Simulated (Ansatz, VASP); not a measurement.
# Two plane-wave programs on B

```
B
1.0
     3.25435    0.00000    0.00000
     0.83937    4.25826    0.00000
     0.74510    1.45610    4.04476
B
8
Direct
  0.39792 0.51596 0.44676
  0.94795 0.90676 0.88473
  0.39338 0.11986 0.83624
  0.18185 0.51236 0.85295
  0.95805 0.51971 0.24416
  0.61719 0.90373 0.22471
  0.25942 0.90091 0.54629
  0.74425 0.12073 0.46415
```

Change from the starting cell: the structure that the rattled beta-tungsten (A15) type (Pm-3n, No. 223) fell into.

Alike in both runs: task single point; functional PBE; k mesh 6 × 4 × 4; occupations gaussian, width 0.1 eV; no spin polarisation.

|  | VASP | Ansatz |
| --- | --- | --- |
| version | VASP 6.6.1 | Ansatz 0.2.0 |
| potentials or method | VASP PAW PBE potentials, release 64 (B), cutoff 500 eV | scalar-relativistic, plane waves, PAW |
| valence electrons in the cell | 24 | 24 |

Ansatz gave:

```
gap on the k mesh at the Fermi level (eV)                     : none
pressure (GPa)                                                : 0.2
traceless stress, the component that is largest in VASP (GPa) : -0.45
rms of the force components (eV/Å)                            : 0.029
```

**Question.** What did VASP give for the same quantities?

**Answer.** gap on the k mesh at the Fermi level (eV): none; pressure (GPa): 0.2; traceless stress, the component that is largest in VASP (GPa): -0.47; rms of the force components (eV/Å): 0.027.

Atom by atom the forces differ by 0.003 eV/Å (rms over components). A gap of «none» marks a metal or a gap that the smearing closes.

The k mesh is coarse, so the values compare programs but aren't converged.
